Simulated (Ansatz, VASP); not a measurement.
## One calculation of BaHfO3, two programs

File POSCAR:

```
BaHfO3
1.0
    4.2057396751      0.0000000000      0.0000000000
    0.0000000000      4.2057396751      0.0000000000
    0.0000000000      0.0000000000      4.2057396751
Ba Hf O
1 1 3
Direct
    0.5000000000      0.5000000000      0.5000000000
    0.0000000000      0.0000000000      0.0000000000
    0.0000000000      0.5000000000      0.0000000000
    0.0000000000      0.0000000000      0.5000000000
    0.5000000000      0.0000000000      0.0000000000
```

File INCAR.step1:

```
SYSTEM = BaHfO3
ALGO = Normal
EDIFF = 1E-4
ENCUT = 520
GGA = PE
ISMEAR = 0
LASPH = .True.
LCHARG = .False.
LREAL = .False.
LWAVE = .True.
NBANDS = 27
NELM = 80
PREC = Accurate
SIGMA = 0.02
```

File INCAR.step2:

```
SYSTEM = BaHfO3
ALGO = Normal
EDIFF = 1E-7
ENCUT = 520
ISIF = 2
ISMEAR = 0
ISTART = 1
LASPH = .True.
LCHARG = .False.
LMIXTAU = .True.
LREAL = .False.
LWAVE = .False.
METAGGA = R2SCAN
NBANDS = 27
NELM = 80
PREC = Accurate
SIGMA = 0.02
```

Contents of KPOINTS:

```
k-points
0
Gamma
  6 6 6
  0 0 0
```

Input for Ansatz:

```yaml
crystal:
  lattice:
    - [4.2057396751, 0.0, 0.0]
    - [0.0, 4.2057396751, 0.0]
    - [0.0, 0.0, 4.2057396751]
  atoms:
    - { symbol: Ba, position: [0.5, 0.5, 0.5] }
    - { symbol: Hf, position: [0.0, 0.0, 0.0] }
    - { symbol: O, position: [0.0, 0.5, 0.0] }
    - { symbol: O, position: [0.0, 0.0, 0.5] }
    - { symbol: O, position: [0.5, 0.0, 0.0] }
basis:
  ecutwfc: 500
kpoints:
  mp_grid: { grid: [6, 6, 6] }
  band_path:
    path:
      - [[0.0, 0.0, 0.0], [0.0, 0.5, 0.0], [0.5, 0.5, 0.0], [0.0, 0.0, 0.0], [0.5, 0.5, 0.5], [0.0, 0.5, 0.0]]
      - [[0.5, 0.5, 0.5], [0.5, 0.5, 0.0]]
    npoints: 14
hamiltonian:
  xc: r2scan
scf:
  occupations: { method: gaussian, width: 0.02 }
  n_extra_bands: 12
output:
  forces: true
  stress: true
  eigenvalues: true
  populations: true
  dos: { projected: true, de: 0.02, nscf_kmesh: { grid: [9, 9, 9] } }
  bader: true
  write_density: true
  write_potential: true
  elf: true
  volumetric_format: npy
```

Alike in both runs: task single point; functional r2SCAN; k mesh 6 × 6 × 6; occupations gaussian, width 0.02 eV; no spin polarisation.

```csv
,VASP,Ansatz
version,VASP 6.6.1,Ansatz 0.2.0
potentials or method,"VASP PAW PBE potentials, release 64 (Ba_sv, Hf_pv, O), cutoff 520 eV","scalar-relativistic, plane waves, PAW"
valence electrons in the cell,38,54
```

```csv
,VASP,Ansatz,Ansatz less VASP
gap on the k mesh at the Fermi level (eV),4.06,4.15,+0.082
least direct gap on the mesh (eV),4.32,4.30,-0.026
pressure (GPa),-4.1,-3.4,+0.77
```

VASP's potentials were made for PBE, not for r2SCAN. VASP's potentials hold 38 valence electrons a cell and Ansatz's 54, so a difference there can come from the potentials and not from the codes.

Spin-orbit coupling is off throughout.
